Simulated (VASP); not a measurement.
Here is a VASP 6.6.1 calculation.

POSCAR

```
Sb
1.0
    3.3091027321      0.0000000000      0.0000000000
   -1.6545513660      2.8657670297      0.0000000000
    0.0000000000      0.0000000000      5.3344424560
Sb
2
Direct
    0.3333333333      0.6666666667      0.2500000000
    0.6666666667      0.3333333333      0.7500000000
```

Contents of INCAR.step1:

```
SYSTEM = Sb
PREC     = Accurate       ! precision mode
ENCUT    = 520            ! plane-wave cutoff, eV
ISMEAR   = 0              ! smearing method
SIGMA    = 0.1            ! smearing width, eV
LREAL    = .False.        ! projectors in reciprocal space
LASPH    = .True.         ! aspherical terms in the spheres
NELM     = 60             ! most SCF steps
NBANDS   = 12             ! bands
GGA      = PE             ! functional
ALGO     = Normal         ! electronic algorithm
EDIFF    = 1E-4           ! SCF threshold, eV
LWAVE    = .True.         ! write WAVECAR
LCHARG   = .False.        ! write CHGCAR
```

The input INCAR.step2:

```
SYSTEM = Sb
PREC     = Accurate       ! precision mode
ENCUT    = 520            ! plane-wave cutoff, eV
EDIFF    = 1E-6           ! SCF threshold, eV
ISMEAR   = 0              ! smearing method
SIGMA    = 0.1            ! smearing width, eV
LREAL    = .False.        ! projectors in reciprocal space
LASPH    = .True.         ! aspherical terms in the spheres
NELM     = 60             ! most SCF steps
ALGO     = Normal         ! electronic algorithm
ISIF     = 2              ! what is computed and relaxed
LWAVE    = .False.        ! write WAVECAR
LCHARG   = .False.        ! write CHGCAR
METAGGA  = R2SCAN         ! meta-GGA
LMIXTAU  = .True.       
NBANDS   = 12             ! bands
ISTART   = 1
```

Contents of KPOINTS:

```
Automatic mesh
0
Gamma
  7 7 4
  0 0 0
```

Potentials or basis: VASP PAW PBE potentials, release 64 (Sb).

Command:

```bash
$ cat potpaw_PBE.64/Sb/POTCAR > POTCAR
$ cp INCAR.step1 INCAR
$ mpirun -np 1 vasp_std > vasp.out
$ cp INCAR.step2 INCAR
$ mpirun -np 1 vasp_std > vasp.out
```

Task: What does it give for the pressure?

Result: 4.9 GPa.

Task: Estimate the band gap on the k mesh.

Result: Zero (band 5 reaches 14.19 eV, above the bottom of band 6 at 6.31 eV).

Caveat: the PAW data sets were made with another functional, which shifts forces and pressure a little; spin-orbit coupling is left out, which moves the levels of the heavy elements.
